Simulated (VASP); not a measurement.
Wanted: the native input for a VASP 6.6.1 run.

- Task: single point
- Functional: r2SCAN
- Potentials or basis: VASP PAW PBE potentials, release 64 (Al, Co)
- Cutoff: 520 eV
- k mesh: 12 × 12 × 12
- Occupations: gaussian, width 0.1 eV
- Spin: collinear spin, ferromagnetic start
- Starting moments: [0.0, 3.0, 3.0, 3.0] μB
- Dipole correction: no
- Further INCAR settings: ALGO = Normal; EDIFF = 1e-06; NBANDS = 27

AlCo3:

```xyz
4
Lattice="3.6220 0.0000 0.0000 0.0000 3.6220 0.0000 0.0000 0.0000 3.6220" Properties=species:S:1:pos:R:3 pbc="T T T"
Al    0.0000    0.0000    0.0000
Co    1.8110    1.8110    0.0000
Co    1.8110    0.0000    1.8110
Co    0.0000    1.8110    1.8110
```

The input as run:

POSCAR

```
AlCo3
1.0
    3.6219921844      0.0000000000      0.0000000000
    0.0000000000      3.6219921844      0.0000000000
    0.0000000000      0.0000000000      3.6219921844
Al Co
1 3
Direct
    0.0000000000      0.0000000000      0.0000000000
    0.5000000000      0.5000000000      0.0000000000
    0.5000000000      0.0000000000      0.5000000000
    0.0000000000      0.5000000000      0.5000000000
```

INCAR.step1

```
SYSTEM = AlCo3
PREC = Accurate ; ENCUT = 520
ISMEAR = 0 ; SIGMA = 0.1
LREAL = .False. ; LASPH = .True.
NELM = 150 ; ISPIN = 2
MAGMOM = 0 3 3 3 ; LMAXMIX = 4
NBANDS = 27 ; GGA = PE
ALGO = Normal ; EDIFF = 1E-4
LWAVE = .True. ; LCHARG = .False.
```

INCAR.step2

```
SYSTEM = AlCo3
PREC = Accurate ; ENCUT = 520
EDIFF = 1E-6 ; ISMEAR = 0
SIGMA = 0.1 ; LREAL = .False.
LASPH = .True. ; NELM = 150
ALGO = Normal ; ISIF = 2
LWAVE = .False. ; LCHARG = .False.
ISPIN = 2 ; MAGMOM = 0 3 3 3
LORBIT = 11 ; LMAXMIX = 4
METAGGA = R2SCAN ; LMIXTAU = .True.
NBANDS = 27 ; ISTART = 1
```

KPOINTS

```
Automatic mesh
0
Gamma
  12 12 12
  0 0 0
```

Potentials or basis: VASP PAW PBE potentials, release 64 (Al, Co).

Launch:

```console
$ cat potpaw_PBE.64/Al/POTCAR potpaw_PBE.64/Co/POTCAR > POTCAR
$ cp INCAR.step1 INCAR
$ mpirun -np 1 vasp_std > vasp.out
$ cp INCAR.step2 INCAR
$ mpirun -np 1 vasp_std > vasp.out
```

It gave:

```json
{"Pressure": "-4.5 GPa", "Net moment": "4.68 μB per cell", "Site moments": "Al -0.03; Co +1.64 μB", "Valence electrons inside the program's atomic spheres": "Al 0.82; Co 8.24"}
```

Caveat: the cell stands under tension; the PAW data sets were made with another functional, which shifts forces and pressure a little.

It took 5.2 min on 1 thread of Intel(R) Xeon(R) 6975P-C (Granite Rapids) (shared host), peak memory 0.29 GiB.
